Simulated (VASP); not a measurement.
# CaO (Fm-3m) in VASP: single point with HSE06

Aim: the single point of CaO with HSE06.

All numbers are computed with VASP 6.6.1; they aren't measurements. Logs are shortened: lines on timing, memory, paths and dates and some standing lists are left out, and cuts for length are marked.

## Step 1: The cell of the first run

It takes space group Fm-3m (No. 225, cubic). Conventional cell: a = 4.996 Å, b = 4.996 Å, c = 4.996 Å, α = 90.00°, β = 90.00°, γ = 90.00°. Within 3.3 Å of Ca (site symmetry m-3m) lie 6 O at 2.50 Å. Within 3.3 Å of O (site symmetry m-3m) lie 6 Ca at 2.50 Å.

## Step 2: Single point, HSE06 (strain +4.2%)

POSCAR

```
CaO
1.0
    0.0000000000      2.4980046258      2.4980046258
    2.4980046258      0.0000000000      2.4980046258
    2.4980046258      2.4980046258      0.0000000000
Ca O
1 1
Direct
    0.0000000000      0.0000000000      0.0000000000
    0.5000000000      0.5000000000      0.5000000000
```

INCAR.step1

```
ALGO = Normal ; EDIFF = 1E-5
ENCUT = 520 ; GGA = PE
ISIF = 2 ; ISMEAR = 0
LASPH = True ; LCHARG = False
LREAL = False ; LWAVE = True
NBANDS = 15 ; NELM = 80
PREC = Accurate ; SIGMA = 0.01
```

INCAR.step2

```
ALGO = Normal ; EDIFF = 1E-6
ENCUT = 520 ; GGA = PE
HFSCREEN = 0.2079 ; ISIF = 2
ISMEAR = 0 ; ISTART = 1
LASPH = True ; LCHARG = False
LHFCALC = True ; LREAL = False
LWAVE = False ; NBANDS = 15
NELM = 80 ; PREC = Accurate
PRECFOCK = Normal ; SIGMA = 0.01
```

KPOINTS

```
k-points
0
Gamma
  6 6 6
```

Potentials or basis: VASP PAW PBE potentials, release 64 (Ca_sv, O).

Launch:

```console
$ cat potpaw_PBE.64/Ca_sv/POTCAR potpaw_PBE.64/O/POTCAR > POTCAR
$ cp INCAR.step1 INCAR
$ mpirun -np 1 vasp_std > vasp.out
$ cp INCAR.step2 INCAR
$ mpirun -np 1 vasp_std > vasp.out
```

OUTCAR:

```text
EDIFF = 1E-6
   ENCUT = 520
   GGA = PE
   HFSCREEN = 0.2079
   ISIF = 2
   ISMEAR = 0
   ISTART = 1
   LASPH = True
   LHFCALC = True
   LREAL = False
   NELM = 80
   PREC = Accurate
   PRECFOCK = Normal

 ion  position               nearest neighbor table
   1  0.000  0.000  0.000-   2 2.50   2 2.50   2 2.50   2 2.50   2 2.50   2 2.50
   2  0.500  0.500  0.500-   1 2.50   1 2.50   1 2.50   1 2.50   1 2.50   1 2.50

  LATTYP: Found a face centered cubic cell.
 ALAT       =     4.9960092516

  Lattice vectors:

 A1 = (   0.0000000000,   2.4980046258,   2.4980046258)
 A2 = (   2.4980046258,   0.0000000000,   2.4980046258)
 A3 = (   2.4980046258,   2.4980046258,   0.0000000000)

Analysis of symmetry for initial positions (statically):
=====================================================================
 Subroutine PRICEL returns:
 Original cell was already a primitive cell.

 Routine SETGRP: Setting up the symmetry group for a
 face centered cubic supercell.

 Subroutine GETGRP returns: Found 48 space group operations
 (whereof 48 operations were pure point group operations)
 out of a pool of 48 trial point group operations.

The static configuration has the point symmetry O_h .

Analysis of symmetry for dynamics (positions and initial velocities):
=====================================================================
 Subroutine PRICEL returns:
 Original cell was already a primitive cell.

 Routine SETGRP: Setting up the symmetry group for a
 face centered cubic supercell.

 Subroutine GETGRP returns: Found 48 space group operations
 (whereof 48 operations were pure point group operations)
 out of a pool of 48 trial point group operations.

The dynamic configuration has the point symmetry O_h .

 Subroutine INISYM returns: Found 48 space group operations
 (whereof 48 operations are pure point group operations),
 and found     1 'primitive' translations

----------------------------------------------------------------------------------------

                                     Primitive cell

  volume of cell :      31.1752

  direct lattice vectors                    reciprocal lattice vectors
     0.000000000  2.498004626  2.498004626    -0.200159757  0.200159757  0.200159757
     2.498004626  0.000000000  2.498004626     0.200159757 -0.200159757  0.200159757
     2.498004626  2.498004626  0.000000000     0.200159757  0.200159757 -0.200159757

  length of vectors
     3.532712021  3.532712021  3.532712021     0.346686870  0.346686870  0.346686870
[... 91 lines left out ...]
     AMIX     =   0.40;   BMIX     =  1.00
     AMIX_MAG =   1.60;   BMIX_MAG =  1.00
  volume/ion in A,a.u.               =      15.59       105.19
  Fermi-wavevector in a.u.,A,eV,Ry     =   1.310725  2.476911 23.374810  1.718000
  Thomas-Fermi vector in A             =   2.441236
   LORBIT       =      0    0 simple, 1 ext, 2 COOP (PROOUT), +10 PAW based schemes
   GGA     = PE    functional components
   LHFCALC =     T    Hartree Fock is set to
   PRECFOCK=normal    Normal, Fast or Accurate (Low or Medium for compatibility)
   ENCUT4O =  -1.0   cutoff for four orbital integrals eV
   NKREDX  =     1    reduce k-point grid by
   NKREDY  =     1    reduce k-point grid by
   NKREDZ  =     1    reduce k-point grid by
   AEXX    =    0.2500 exact exchange contribution
   HFSCREEN=    0.2079 screening length (either q_TF or 0.3 A-1)
   HFSCREENC=   0.2079 screening length for correlation (either q_TF or 0.3 A-1)
   ENCUTFOCK=  -1.0 apply spherical cutoff to Coloumb kernel
   IVDW    =     0    specifies the selected vdW correction
   LEPSILON=     F    determine dielectric tensor
   LRPA    =     F    only Hartree local field effects (RPA)
 non-spin polarized calculation
 Gauss-broadening in eV      SIGMA  =   0.01
  energy-cutoff  :      520.00
  volume of cell :       31.18
 maximum number of plane-waves:       869
 NGX is ok and might be reduce to    28
  NGX = 20; NGY = 20; NGZ = 20

 number of electron      16.0000000 magnetization

 Free energy of the ion-electron system (eV)
  ---------------------------------------------------
  ext. energy  EPLUGINS =         0.00000000
  ---------------------------------------------------
  free energy    TOTEN  =       -14.76144459 eV

  energy without entropy =      -14.76144459  energy(sigma->0) =      -14.76144459

 E-fermi :   0.8924     XC(G=0):  -8.1835

 val. band max:        0.7104856244   @ k =   0.0000   0.0000   0.0000
 cond. band min:       5.9738946005   @ k =   0.0000   0.0000   0.0000
 fundamental gap:      5.2634089761
 Fermi energy:         0.8924460952

 k-point     1 :       0.0000    0.0000    0.0000
  band No.  band energies     occupation
      1     -40.0159      2.00000
      2     -19.3719      2.00000
      3     -19.3719      2.00000
      4     -19.3719      2.00000
      5     -16.1066      2.00000
      6       0.7105      2.00000
      7       0.7105      2.00000
      8       0.7105      2.00000
      9       5.9739      0.00000
     10       8.5532      0.00000
     11       8.5532      0.00000
     12       8.5532      0.00000
     13       9.9924      0.00000
     14       9.9924      0.00000
[... 257 lines left out ...]
      2     -19.7291      2.00000
      3     -19.6322      2.00000
      4     -19.5985      2.00000
      5     -15.6539      2.00000
      6      -0.6110      2.00000
      7      -0.3092      2.00000
      8      -0.1363      2.00000
      9       7.2528      0.00000
     10       9.7952      0.00000
     11      10.3418      0.00000
     12      11.8016      0.00000
     13      11.8559      0.00000
     14      14.5090      0.00000
     15      14.7132      0.00000

------------------------ aborting loop because EDIFF is reached ----------------------------------------

  FORCE on cell =-STRESS in cart. coord.  units (eV):
  Direction    XX          YY          ZZ          XY          YZ          ZX
  --------------------------------------------------------------------------------------
  -------------------------------------------------------------------------------------
  Total       -1.9996539     -1.9996539     -1.9996539      0.0000000      0.0000000      0.0000000
  in kB     -102.7674787   -102.7674787   -102.7674787      0.0000000      0.0000000      0.0000000
  external PRESSURE =    -102.7674787 kB  Pullay stress =       0.0000000 kB

 VOLUME and BASIS-vectors are now :
 -----------------------------------------------------------------------------
  energy-cutoff  :      520.00
  volume of cell :       31.18
      direct lattice vectors                 reciprocal lattice vectors
     0.000000000  2.498004626  2.498004626    -0.200159757  0.200159757  0.200159757
     2.498004626  0.000000000  2.498004626     0.200159757 -0.200159757  0.200159757
     2.498004626  2.498004626  0.000000000     0.200159757  0.200159757 -0.200159757

 POSITION                                       TOTAL-FORCE (eV/Angst)
 -----------------------------------------------------------------------------------
      0.00000      0.00000      0.00000        -0.000000     -0.000000      0.000000
      2.49800      2.49800      2.49800         0.000000      0.000000     -0.000000
 -----------------------------------------------------------------------------------
    total drift:                               -0.000000     -0.000000     -0.000000

  FREE ENERGIE OF THE ION-ELECTRON SYSTEM (eV)
  ---------------------------------------------------
  free  energy   TOTEN  =       -14.7614445897 eV

  energy  without entropy=      -14.7614445897  energy(sigma->0) =      -14.76144459
```

OUTCAR.step1:

```text
EDIFF = 1E-5
   ENCUT = 520
   GGA = PE
   ISIF = 2
   ISMEAR = 0
[... 499 lines left out ...]
 -----------------------------------------------------------------------------------
      0.00000      0.00000      0.00000         0.000000      0.000000     -0.000000
      2.49800      2.49800      2.49800         0.000000      0.000000      0.000000
 -----------------------------------------------------------------------------------
    total drift:                                0.000000      0.000000      0.000000

  FREE ENERGIE OF THE ION-ELECTRON SYSTEM (eV)
  ---------------------------------------------------
  free  energy   TOTEN  =       -12.7291400692 eV

  energy  without entropy=      -12.7291400692  energy(sigma->0) =      -12.72914007
```

Wall time 15 min (1 thread of Intel Xeon Platinum 8488C (Sapphire Rapids), shared host); peak memory 0.27 GiB.

What came out:

```yaml
Free_energy: -14.7614 eV
Pressure: -10.3 GPa
Band_gap_on_the_k_mesh: 5.26 eV
```

Levels at points of the mesh, in eV from the valence-band top:
```
           k point  band 5  band 6  band 7  band 8  band 9  band 10  band 11  band 12
(0.00, 0.00, 0.00)  -16.82    0.00    0.00    0.00    5.26     7.84     7.84     7.84
(0.50, 0.00, 0.00)  -15.89   -2.54   -1.04   -1.04    8.43     9.13     9.90     9.90
(0.50, 0.50, 0.00)  -16.57   -1.46   -0.44   -0.44    5.27     9.23    10.43    11.09
```

Caveat: the cell differs from its parent crystal (strain +4.2%); the cell stands under tension; the PAW data sets were made with another functional, which shifts forces and pressure a little. A k mesh can miss the band edges.
